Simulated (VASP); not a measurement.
# Li (R-3m) in VASP: further runs

Li is run at these levels: LDA; tasks: single point, relaxation of cell and atoms.

All numbers are computed with VASP 6.6.1; they aren't measurements. Logs are shortened: lines on timing, memory, paths and dates and some standing lists are left out, and cuts for length are marked.

**1. The cell of the first run**

It takes space group R-3m (No. 166, trigonal). Conventional cell: a = 3.040 Å, b = 3.040 Å, c = 22.187 Å, α = 90.00°, β = 90.00°, γ = 120.00°. Li (site symmetry -3m) has 12 Li at 3.03 to 3.04 Å within 4.0 Å. Li (site symmetry 3m) has 12 Li at 3.02 to 3.04 Å within 4.0 Å.

**2. Single point, LDA (19.73 Å³/atom)**

The input, INCAR:

```
PREC     = Accurate       # precision mode
ENCUT    = 520            # plane-wave cutoff, eV
EDIFF    = 1E-6           # SCF threshold, eV
ISMEAR   = -1             # smearing method
SIGMA    = 0.1            # smearing width, eV
LREAL    = F              # projectors in reciprocal space
LASPH    = T              # aspherical terms in the spheres
NELM     = 80             # most SCF steps
ALGO     = Normal         # electronic algorithm
ISIF     = 2              # what is computed and relaxed
LWAVE    = F              # write WAVECAR
LCHARG   = T              # write CHGCAR
LELF     = T              # ELF
LVHAR    = T            
NBANDS   = 12             # bands
```

The input, KPOINTS:

```
regular mesh
0
Gamma
  14 14 14
```

The input, POSCAR:

```
Li
1.0
    1.5198920255      0.8775100701      7.3956365543
   -1.5198920255      0.8775100701      7.3956365543
    0.0000000000     -1.7550201402      7.3956365543
Li
3
Direct
    0.0000000000      1.0000000000      0.0000000000
    0.2221244912      0.2221244912      0.2221244912
    0.7778755088      0.7778755088      0.7778755088
```

Potentials or basis: VASP PAW LDA potentials, release 64 (Li_sv).

On the command line:

```bash
$ cat potpaw_LDA.64/Li_sv/POTCAR > POTCAR
$ mpirun -np 1 vasp_std > vasp.out
```

OUTCAR:

```text
PREC = Accurate
   ENCUT = 520
   EDIFF = 1E-6
   ISMEAR = -1
   LREAL = F
   LASPH = T
   NELM = 80
   ISIF = 2

 ion  position               nearest neighbor table
   1  0.000  0.000  0.000-
   2  0.222  0.222  0.222-
   3  0.778  0.778  0.778-

  LATTYP: Found a trigonal (rhomboedric) cell.
 ALAT       =     7.6010220192
 COS(alpha) =     0.9200328741

  Lattice vectors:

 A1 = (   1.5198920255,   0.8775100701,   7.3956365543)
 A2 = (  -1.5198920255,   0.8775100701,   7.3956365543)
 A3 = (   0.0000000000,  -1.7550201402,   7.3956365543)

Analysis of symmetry for initial positions (statically):
=====================================================================
 Subroutine PRICEL returns:
 Original cell was already a primitive cell.

 Routine SETGRP: Setting up the symmetry group for a
 trigonal (rhombohedral) supercell.

 Subroutine GETGRP returns: Found 12 space group operations
 (whereof 12 operations were pure point group operations)
 out of a pool of 12 trial point group operations.

The static configuration has the point symmetry D_3d.

Analysis of symmetry for dynamics (positions and initial velocities):
=====================================================================
 Subroutine PRICEL returns:
 Original cell was already a primitive cell.

 Routine SETGRP: Setting up the symmetry group for a
 trigonal (rhombohedral) supercell.

 Subroutine GETGRP returns: Found 12 space group operations
 (whereof 12 operations were pure point group operations)
 out of a pool of 12 trial point group operations.

The dynamic configuration has the point symmetry D_3d.

 Subroutine INISYM returns: Found 12 space group operations
 (whereof 12 operations are pure point group operations),
 and found     1 'primitive' translations

----------------------------------------------------------------------------------------

                                     Primitive cell

  volume of cell :      59.1823

  direct lattice vectors                    reciprocal lattice vectors
     1.519892025  0.877510070  7.395636554     0.328970737  0.189931344  0.045071622
    -1.519892025  0.877510070  7.395636554    -0.328970737  0.189931344  0.045071622
     0.000000000 -1.755020140  7.395636554     0.000000000 -0.379862687  0.045071622

  length of vectors
     7.601022019  7.601022019  7.601022019     0.382527270  0.382527270  0.382527270

  position of ions in fractional coordinates (direct lattice)
     0.000000000  0.000000000  0.000000000
     0.222124491  0.222124491  0.222124491
     0.777875509  0.777875509  0.777875509

  ion indices of the primitive-cell ions
   primitive index   ion index
                 1           1
                 2           2
                 3           3

----------------------------------------------------------------------------------------

 KPOINTS: regular mesh

Automatic generation of k-mesh.
 Grid dimensions read from file:
 generate k-points for:   14   14   14

 Generating k-lattice:

  Cartesian coordinates                     Fractional coordinates (reciprocal lattice)
     0.023497910  0.013566525  0.003219402     0.071428571  0.000000000 -0.000000000
    -0.023497910  0.013566525  0.003219402     0.000000000  0.071428571 -0.000000000
     0.000000000 -0.027133049  0.003219402    -0.000000000 -0.000000000  0.071428571

  Length of vectors
     0.027323376  0.027323376  0.027323376

  Shift w.r.t. Gamma in fractional coordinates (k-lattice)
     0.000000000  0.000000000  0.000000000

 Subroutine IBZKPT returns following result:
 ===========================================

 Found    288 irreducible k-points:

 Following reciprocal coordinates:
            Coordinates               Weight
  0.000000  0.000000  0.000000      1.000000
  0.071429 -0.000000  0.000000      6.000000
  0.142857 -0.000000  0.000000      6.000000
  0.214286 -0.000000  0.000000      6.000000
  0.285714 -0.000000 -0.000000      6.000000
  0.357143 -0.000000  0.000000      6.000000
[... 16 lines left out ...]
  0.214286  0.142857 -0.000000     12.000000
  0.285714  0.142857  0.000000     12.000000
 [... further k-points ...]
   k-points           NKPTS =    288   k-points in BZ     NKDIM =    288   number of bands    NBANDS=     12
   number of dos      NEDOS =    301   number of ions     NIONS =      3
   total plane-waves  NPLWV = 216000
   dimension x,y,z NGX =    60 NGY =   60 NGZ =   60
   dimension x,y,z NGXF=   120 NGYF=  120 NGZF=  120
   ions per type =               3
   NGX,Y,Z   is equivalent  to a cutoff of  13.12, 13.12, 13.12 a.u.
   NGXF,Y,Z  is equivalent  to a cutoff of  26.25, 26.25, 26.25 a.u.
 SYSTEM =  unknown system
   PREC   = accura    normal or accurate (medium, high low for compatibility)
   ISTART =      0    job   : 0-new  1-cont  2-samecut
   ICHARG =      2    charge: 1-file 2-atom 10-const
   ISPIN  =      1    spin polarized calculation?
   LNONCOLLINEAR =      F non collinear calculations
   LSORBIT =      F    spin-orbit coupling
   LASPH  =      T    aspherical Exc in radial PAW
   ENCUT  =  520.0 eV  38.22 Ry    6.18 a.u.  14.13 14.13 14.13*2*pi/ulx,y,z
   NELM   =     80;   NELMIN=  2; NELMDL= -5     # of ELM steps
   EDIFF  = 0.1E-05   stopping-criterion for ELM
   LREAL  =      F    real-space projection
[... 7 lines left out ...]
   TEBEG  =    0.0;   TEEND  =   0.0 temperature during run
   PSTRESS=    0.0 pullay stress
   NELECT =       9.0000    total number of electrons
   NUPDOWN=      -1.0000    fix difference up-down
   EMIN   =  10.00;   EMAX   =-10.00  energy-range for DOS
   EFERMI =   0.00;   METHOD = LEGACY
   ISMEAR =    -1;   SIGMA  =   0.10  broadening in eV -4-tet -1-fermi 0-gaus
   EFERMI_NEDOS =   21; number of points for ismear=-14 and -15
   IALGO  =     38    algorithm
   IMIX   =      4    mixing-type and parameters
     AMIX     =   0.40;   BMIX     =  1.00
     AMIX_MAG =   1.60;   BMIX_MAG =  1.00
  volume/ion in A,a.u.               =      19.73       133.13
  Fermi-wavevector in a.u.,A,eV,Ry     =   0.873826  1.651292 10.389033  0.763572
  Thomas-Fermi vector in A             =   1.993271
   LORBIT       =      0    0 simple, 1 ext, 2 COOP (PROOUT), +10 PAW based schemes
   GGA     = CA    functional components
   LHFCALC =     F    Hartree Fock is set to
   AEXX    =    0.0000 exact exchange contribution
   IVDW    =     0    specifies the selected vdW correction
   LEPSILON=     F    determine dielectric tensor
   LRPA    =     F    only Hartree local field effects (RPA)
 non-spin polarized calculation
  energy-cutoff  :      520.00
  volume of cell :       59.18
 maximum number of plane-waves:      1624
 NGX is ok and might be reduce to    60
   NGX = 29   NGY = 29   NGZ = 29

 number of electron       9.0000001 magnetization

 Free energy of the ion-electron system (eV)
  ---------------------------------------------------
  ext. energy  EPLUGINS =         0.00000000
  ---------------------------------------------------
  free energy    TOTEN  =        -6.16201948 eV

  energy without entropy =       -6.11661106  energy(sigma->0) =       -6.13931527

 E-fermi :   0.6717     XC(G=0):  -7.2127

 val. band max:        0.6711790276   @ k =   0.5000   0.4286   0.0000
 cond. band min:       0.6757915827   @ k =   0.4286   0.4286   0.3571
 fundamental gap:      0.0046125551
 Fermi energy:         0.6717466164

 k-point     1 :       0.0000    0.0000    0.0000
  band No.  band energies     occupation
      1     -44.9092      2.00000
      2     -44.8929      2.00000
      3     -44.8899      2.00000
      4      -2.8505      2.00000
      5      -0.8902      2.00000
      6      -0.8898      2.00000
      7       6.5536      0.00000
      8       6.5651      0.00000
      9      13.4566      0.00000
     10      13.4566      0.00000
     11      13.5890      0.00000
     12      13.5890      0.00000

 k-point     2 :       0.0714   -0.0000    0.0000
  band No.  band energies     occupation
      1     -44.9082      2.00000
      2     -44.8924      2.00000
      3     -44.8893      2.00000
      4      -2.7694      2.00000
      5      -0.8928      2.00000
      6      -0.7126      2.00000
      7       6.3972      0.00000
      8       6.8070      0.00000
      9      12.4942      0.00000
     10      12.8230      0.00000
     11      13.1901      0.00000
     12      13.2646      0.00000

 k-point     3 :       0.1429   -0.0000    0.0000
  band No.  band energies     occupation
      1     -44.9054      2.00000
      2     -44.8910      2.00000
      3     -44.8876      2.00000
      4      -2.5256      2.00000
      5      -0.7251      2.00000
      6      -0.3587      1.99993
      7       6.2962      0.00000
      8       7.1352      0.00000
      9      10.7933      0.00000
     10      11.7655      0.00000
     11      11.9228      0.00000
     12      12.4214      0.00000
[... 286 lines left out ...]
 k-point    23 :       0.2143    0.1429   -0.0000
  band No.  band energies     occupation
      1     -44.9027      2.00000
      2     -44.8905      2.00000
      3     -44.8854      2.00000
      4      -2.2606      2.00000
      5      -0.7317      2.00000
      6       0.1942      1.98327
      7       5.8601      0.00000
      8       7.7599      0.00000
      9      10.0283      0.00000
     10      10.4160      0.00000
     11      10.7428      0.00000
     12      12.0634      0.00000

 k-point    24 :       0.2857    0.1429    0.0000
  band No.  band energies     occupation
      1     -44.8989      2.00000
      2     -44.8885      2.00000
      3     -44.8833      2.00000
      4      -1.8454      2.00000
      5      -0.4018      1.99996
      6       0.7308      0.71314
      7       5.8033      0.00000
      8       7.9321      0.00000
      9       8.6483      0.00000
     10       9.2536      0.00000
     11       9.7071      0.00000
     12      11.0900      0.00000

 [... further k-points ...]

------------------------ aborting loop because EDIFF is reached ----------------------------------------

  FORCE on cell =-STRESS in cart. coord.  units (eV):
  Direction    XX          YY          ZZ          XY          YZ          ZX
  --------------------------------------------------------------------------------------
  -------------------------------------------------------------------------------------
  Total       -0.2523733     -0.2523733     -0.2010089      0.0000000      0.0000000     -0.0000000
  in kB       -6.8322280     -6.8322280     -5.4416957      0.0000000      0.0000000     -0.0000000
  external PRESSURE =      -6.3687173 kB  Pullay stress =       0.0000000 kB

 VOLUME and BASIS-vectors are now :
 -----------------------------------------------------------------------------
  energy-cutoff  :      520.00
  volume of cell :       59.18
      direct lattice vectors                 reciprocal lattice vectors
     1.519892025  0.877510070  7.395636554     0.328970737  0.189931344  0.045071622
    -1.519892025  0.877510070  7.395636554    -0.328970737  0.189931344  0.045071622
     0.000000000 -1.755020140  7.395636554     0.000000000 -0.379862687  0.045071622

 POSITION                                       TOTAL-FORCE (eV/Angst)
 -----------------------------------------------------------------------------------
      0.00000      0.00000      0.00000         0.000000     -0.000000     -0.000000
      0.00000      0.00000      4.92826         0.000000     -0.000000      0.004914
      0.00000      0.00000     17.25865         0.000000      0.000000     -0.004914
 -----------------------------------------------------------------------------------
    total drift:                               -0.000000     -0.000000      0.000000

  FREE ENERGIE OF THE ION-ELECTRON SYSTEM (eV)
  ---------------------------------------------------
  free  energy   TOTEN  =        -6.1620194755 eV

  energy  without entropy=       -6.1166110595  energy(sigma->0) =       -6.13931527
```

Wall time 8.9 min (1 thread of AMD EPYC 9R45 (Zen 5), shared host); peak memory 0.39 GiB.

Results:

```yaml
Free_energy: -6.1620 eV
Largest_force: 0.005 eV/Å
Band_gap_on_the_k_mesh: zero (an odd number of electrons rules out a gap without spin polarisation)
```

Forces in eV/Å, atoms in the order of the input:
```
Li   0.000  0.000  0.000
Li   0.000  0.000  0.005
Li   0.000  0.000 -0.005
```

Levels at points of the mesh, in eV from the Fermi level:
```csv
k point,band 2,band 3,band 4,band 5,band 6,band 7,band 8,band 9
"(0.00, 0.00, 0.00)",-45.56,-45.56,-3.52,-1.56,-1.56,5.88,5.89,12.78
"(0.50, 0.00, 0.00)",-45.55,-45.55,-0.08,0.84,1.04,3.85,3.95,4.59
"(0.50, 0.50, 0.00)",-45.55,-45.55,0.22,0.30,1.19,3.35,4.49,5.66
"(0.50, 0.50, 0.50)",-45.57,-45.56,-3.03,-3.02,0.01,3.11,10.75,10.78
```

Caveat: the cutoff is under 1.25 times the usual one of these potentials, so pressure, stress and relaxed cells hold a basis-set (Pulay) error.

**3. Single point, LDA (20.49 Å³/atom)**

This run uses another cell than the first one, of 20.49 Å³/atom.

The input, INCAR:

```
SYSTEM = Li
PREC = Accurate ; ENCUT = 520
EDIFF = 1E-7 ; ISMEAR = -1
SIGMA = 0.1 ; LREAL = .FALSE.
LASPH = .TRUE. ; NELM = 100
ALGO = Normal ; ISIF = 2
LWAVE = .FALSE. ; LCHARG = .FALSE.
GGA = CA ; NBANDS = 12
```

The input, KPOINTS:

```
Automatic mesh
0
G
  14 14 14
  0 0 0
```

The input, POSCAR:

```
Li
1.0
    1.5391332077      0.8886189718      7.4892621460
   -1.5391332077      0.8886189718      7.4892621460
    0.0000000000     -1.7772379436      7.4892621460
Li
3
Direct
    0.0000000000      1.0000000000      0.0000000000
    0.2221244912      0.2221244912      0.2221244912
    0.7778755088      0.7778755088      0.7778755088
```

Potentials or basis: VASP PAW LDA potentials, release 64 (Li_sv).

On the command line:

```bash
$ cat potpaw_LDA.64/Li_sv/POTCAR > POTCAR
$ mpirun -np 1 vasp_std > vasp.out
```

Wall time 9.2 min (1 thread of AMD EPYC 9R45 (Zen 5), shared host); peak memory 0.39 GiB.

Results (log left out):

```
Free energy            : -6.1512 eV
Largest force          : 0.005 eV/Å
Band gap on the k mesh : zero (an odd number of electrons rules out a gap without spin polarisation)
```

Forces in eV/Å, atoms in the order of the input:
```
Li   0.000  0.000  0.000
Li   0.000  0.000  0.005
Li   0.000  0.000 -0.005
```

Levels at points of the mesh, in eV from the Fermi level:
| k point | band 2 | band 3 | band 4 | band 5 | band 6 | band 7 | band 8 | band 9 |
| --- | --- | --- | --- | --- | --- | --- | --- | --- |
| (0.00, 0.00, 0.00) | -45.63 | -45.63 | -3.48 | -1.54 | -1.54 | 5.72 | 5.73 | 12.45 |
| (0.50, 0.00, 0.00) | -45.62 | -45.62 | -0.07 | 0.81 | 1.02 | 3.73 | 3.83 | 4.46 |
| (0.50, 0.50, 0.00) | -45.62 | -45.62 | 0.23 | 0.30 | 1.15 | 3.22 | 4.37 | 5.52 |
| (0.50, 0.50, 0.50) | -45.64 | -45.63 | -2.99 | -2.99 | 0.02 | 2.99 | 10.47 | 10.50 |

Caveat: the cutoff is under 1.25 times the usual one of these potentials, so pressure, stress and relaxed cells hold a basis-set (Pulay) error.

**4. Single point, LDA (21.24 Å³/atom)**

This run uses another cell than the first one, of 21.24 Å³/atom.

The input, INCAR:

```
SYSTEM = Li
ALGO = Normal ; EDIFF = 1E-6
ENCUT = 520 ; GGA = CA
ISIF = 2 ; ISMEAR = -1
LASPH = .TRUE. ; LCHARG = .FALSE.
LREAL = .FALSE. ; LWAVE = .FALSE.
NBANDS = 12 ; NELM = 60
PREC = Accurate ; SIGMA = 0.1
```

The input, KPOINTS:

```
k-points
0
G
  14 14 14
  0 0 0
```

The input, POSCAR:

```
Li
1.0
    1.5579049749      0.8994568566      7.5806036134
   -1.5579049749      0.8994568566      7.5806036134
    0.0000000000     -1.7989137133      7.5806036134
Li
3
Direct
    0.0000000000      1.0000000000      0.0000000000
    0.2221244912      0.2221244912      0.2221244912
    0.7778755088      0.7778755088      0.7778755088
```

On the command line:

```bash
$ cat potpaw_LDA.64/Li_sv/POTCAR > POTCAR
$ mpirun -np 1 vasp_std > vasp.out
```

It took 10 min on 1 thread of AMD EPYC 9R45 (Zen 5), shared host; peak memory 0.39 GiB.

It converged, with:

| Item | Value |
| --- | --- |
| Free energy | -6.1343 eV |
| Largest force | 0.004 eV/Å |
| Band gap on the k mesh | zero (an odd number of electrons rules out a gap without spin polarisation) |

Forces on the atoms (eV/Å):
```
Li   0.000  0.000  0.000
Li   0.000  0.000  0.004
Li   0.000  0.000 -0.004
```

Levels at points of the mesh, in eV from the Fermi level:
| k point | band 3 | band 4 | band 5 | band 6 | band 7 | band 8 |
| --- | --- | --- | --- | --- | --- | --- |
| (0.00, 0.00, 0.00) | -45.69 | -3.43 | -1.52 | -1.52 | 5.56 | 5.57 |
| (0.50, 0.00, 0.00) | -45.69 | -0.06 | 0.79 | 1.01 | 3.61 | 3.72 |
| (0.50, 0.50, 0.00) | -45.69 | 0.23 | 0.31 | 1.11 | 3.10 | 4.26 |
| (0.50, 0.50, 0.50) | -45.69 | -2.95 | -2.95 | 0.03 | 2.87 | 10.21 |

Caveat: the cutoff is under 1.25 times the usual one of these potentials, so pressure, stress and relaxed cells hold a basis-set (Pulay) error.

**5. Single point, LDA**

This run uses another cell than the first one, of 18.97 Å³/atom.

The input, INCAR:

```
  PREC = Accurate
  ENCUT = 520
  EDIFF = 1E-7
  ISMEAR = -1
  SIGMA = 0.1
  LREAL = False
  LASPH = True
  NELM = 100
  ALGO = Normal
  ISIF = 2
  LWAVE = False
  LCHARG = False
  NBANDS = 12
```

The input, KPOINTS:

```
regular mesh
0
Gamma
  16 16 16
```

The input, POSCAR:

```
Li
1.0
    1.5001509336      0.8661125453      7.2995784537
   -1.5001509336      0.8661125453      7.2995784537
    0.0000000000     -1.7322250907      7.2995784537
Li
3
Direct
    0.0000000000      1.0000000000      0.0000000000
    0.2221244912      0.2221244912      0.2221244912
    0.7778755088      0.7778755088      0.7778755088
```

On the command line:

```bash
$ cat potpaw_LDA.64/Li_sv/POTCAR > POTCAR
$ mpirun -np 1 vasp_std > vasp.out
```

Wall time 11 min (1 thread of AMD EPYC 9R45 (Zen 5), shared host); peak memory 0.4 GiB.

The run converged. Its results:

```
Free energy            : -6.1648 eV
Largest force          : 0.005 eV/Å
Band gap on the k mesh : zero (an odd number of electrons rules out a gap without spin polarisation)
```

Forces in eV/Å, atoms in the order of the input:
```
Li   0.000  0.000  0.000
Li   0.000  0.000  0.005
Li   0.000  0.000 -0.005
```

Levels at points of the mesh, in eV from the Fermi level:
| k point | band 1 | band 2 | band 3 | band 4 | band 5 | band 6 | band 7 | band 8 | band 9 | band 10 |
| --- | --- | --- | --- | --- | --- | --- | --- | --- | --- | --- |
| (0.00, 0.00, 0.00) | -45.52 | -45.50 | -45.50 | -3.57 | -1.59 | -1.59 | 6.05 | 6.07 | 13.13 | 13.13 |
| (0.50, 0.00, 0.00) | -45.50 | -45.49 | -45.49 | -0.10 | 0.86 | 1.05 | 3.98 | 4.08 | 4.71 | 8.85 |
| (0.50, 0.50, 0.00) | -45.49 | -45.49 | -45.49 | 0.22 | 0.28 | 1.22 | 3.47 | 4.61 | 5.80 | 7.11 |
| (0.50, 0.50, 0.50) | -45.52 | -45.51 | -45.49 | -3.07 | -3.07 | -0.02 | 3.25 | 11.04 | 11.07 | 12.80 |

Caveat: the cutoff is under 1.25 times the usual one of these potentials, so pressure, stress and relaxed cells hold a basis-set (Pulay) error.

[end of part 1 of 2]
